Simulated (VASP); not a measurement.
Input of a VASP 6.6.1 run:

INCAR

```
SYSTEM = NbRu
PREC = Accurate ; ENCUT = 520
EDIFF = 1E-8 ; ISMEAR = -1
SIGMA = 0.03 ; LREAL = .FALSE.
LASPH = .TRUE. ; NELM = 80
ALGO = Normal ; ISIF = 2
LWAVE = .FALSE. ; LCHARG = .FALSE.
GGA = PS ; LEFG = .TRUE.
NBANDS = 20
```

KPOINTS

```
regular mesh
0
G
  11 11 11
  0 0 0
```

POSCAR

```
NbRu
1.0
    3.1840000000     -0.0318400000     -0.0318400000
   -0.0318400000      3.1840000000     -0.0318400000
   -0.0318400000     -0.0318400000      3.1840000000
Nb Ru
1 1
Direct
    0.0000000000      0.0000000000      0.0000000000
    0.5000000000      0.5000000000      0.5000000000
```

Potentials or basis: VASP PAW PBE potentials, release 64 (Nb_sv, Ru_pv).

The run is started by

```sh
$ cat potpaw_PBE.64/Nb_sv/POTCAR potpaw_PBE.64/Ru_pv/POTCAR > POTCAR
$ mpirun -np 1 vasp_std > vasp.out
```

Task: Estimate the pressure.

Result: -10.0 GPa.

Electric field gradients, principal values (V/Å²):
| atom | least | middle | greatest (by size) |
| --- | --- | --- | --- |
| 1 Nb | 0.246 | 0.246 | -0.492 |
| 2 Ru | -6.083 | -6.083 | 12.167 |

Caveat: the cell differs from its parent crystal (equal xy, yz and zx shear strains of -2 %); without QUAD_EFG the Cq values of the log hold for a quadrupole moment of 1 mb, not for the nuclei; the PAW data sets were made with another functional, which shifts forces and pressure a little.
